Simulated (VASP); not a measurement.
Crystal: AlGaBi2.

```
Al Bi Ga
1.0
     4.39706    0.00000    0.00000
     0.00000    4.39706    0.00000
     0.00000    0.00000    6.33535
Al Bi Ga
1 2 1
Cartesian
  0.0000 0.0000 0.0000
  0.0000 2.1985 1.5878
  2.1985 0.0000 4.7475
  2.1985 2.1985 3.1677
```

This cell differs from its parent crystal: biaxial xy strain -2.6%.

Base run:

```yaml
Program: VASP 6.6.1
Functional: PBE
Potentials_or_basis: VASP PAW PBE potentials, release 64 (Al, Bi_d, Ga_d)
Cutoff: 520 eV
k_mesh: 6 × 6 × 4
Occupations: fermi-dirac, width 0.02 eV
Spin: no spin polarisation
```

Its results: band gap on the k mesh zero (band 23 reaches 5.12 eV, above the bottom of band 24 at 4.84 eV); pressure 4.1 GPa; largest force 0.075 eV/Å.

Task: The run is repeated on the same cell with these changes: functional from PBE to r2SCAN; further incar settings from ALGO = Normal; EDIFF = 1e-07; NBANDS = 31 to ALGO = Normal; EDIFF = 1e-06; NBANDS = 31. What comes out?

Result: Band gap on the k mesh zero (band 23 reaches 4.94 eV, above the bottom of band 24 at 4.91 eV); pressure 2.4 GPa; largest force 0.021 eV/Å.

Caveats: spin-orbit coupling is left out, which moves the levels of the heavy elements; the PAW data sets were made with another functional, which shifts forces and pressure a little (some runs).
